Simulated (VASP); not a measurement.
Set up this calculation in VASP 6.6.1, as the native input.

| Property | Result |
| --- | --- |
| Task | single point |
| Functional | PBE0 |
| Potentials or basis | VASP PAW PBE potentials, release 64 (Sn_d) |
| Cutoff | 520 eV |
| k mesh | 6 × 6 × 6 |
| Occupations | fermi-dirac, width 0.05 eV |
| Spin | no spin polarisation |
| Dipole correction | no |
| Grid for exact exchange (PRECFOCK) | Normal |
| Further INCAR settings | ALGO = Normal; EDIFF = 1e-07; NBANDS = 13 |
| Share of exact exchange | 0.25 |

Sn:

```
Sn
1.0
    -1.71495    1.76363    2.32265
     1.71495   -1.76363    2.32265
     1.71495    1.76363   -2.32265
Sn
1
Direct
  0.00000 0.00000 0.00000
```

The input as run:

POSCAR

```
Sn
1.0
   -1.7149511408      1.7636302181      2.3226479567
    1.7149511408     -1.7636302181      2.3226479567
    1.7149511408      1.7636302181     -2.3226479567
Sn
1
Direct
    0.0000000000      0.0000000000      0.0000000000
```

INCAR.step1

```
PREC = Accurate
ENCUT = 520
EDIFF = 1E-5
ISMEAR = -1
SIGMA = 0.05
LREAL = F
LASPH = T
NELM = 80
ALGO = Normal
ISIF = 2
LWAVE = T
GGA = PE
NBANDS = 13
```

INCAR.step2

```
PREC = Accurate
ENCUT = 520
EDIFF = 1E-7
ISMEAR = -1
SIGMA = 0.05
LREAL = F
LASPH = T
NELM = 80
ALGO = Normal
ISIF = 2
LWAVE = F
LCHARG = T
GGA = PE
LHFCALC = T
AEXX = 0.25
PRECFOCK = Normal
LELF = T
LVHAR = T
ISTART = 1
NBANDS = 13
```

KPOINTS

```
Automatic mesh
0
Gamma
  6 6 6
```

Potentials or basis: VASP PAW PBE potentials, release 64 (Sn_d).

Command:

```bash
$ cat potpaw_PBE.64/Sn_d/POTCAR > POTCAR
$ cp INCAR.step1 INCAR
$ mpirun -np 1 vasp_std > vasp.out
$ cp INCAR.step2 INCAR
$ mpirun -np 1 vasp_std > vasp.out
```

It gave:

The pressure is -1.0 GPa and the band gap on the k mesh is zero (bands 7 and 8 overlap by 10.94 eV).

Caveat: the k points lie up to 0.38 Å⁻¹ apart, too coarse for converged energies and pressures of a metal; the PAW data sets were made with another functional, which shifts forces and pressure a little; spin-orbit coupling is left out, which moves the levels of the heavy elements.

It took 82 min on 1 thread of Intel Xeon 8259CL (shared host), peak memory 0.18 GiB.
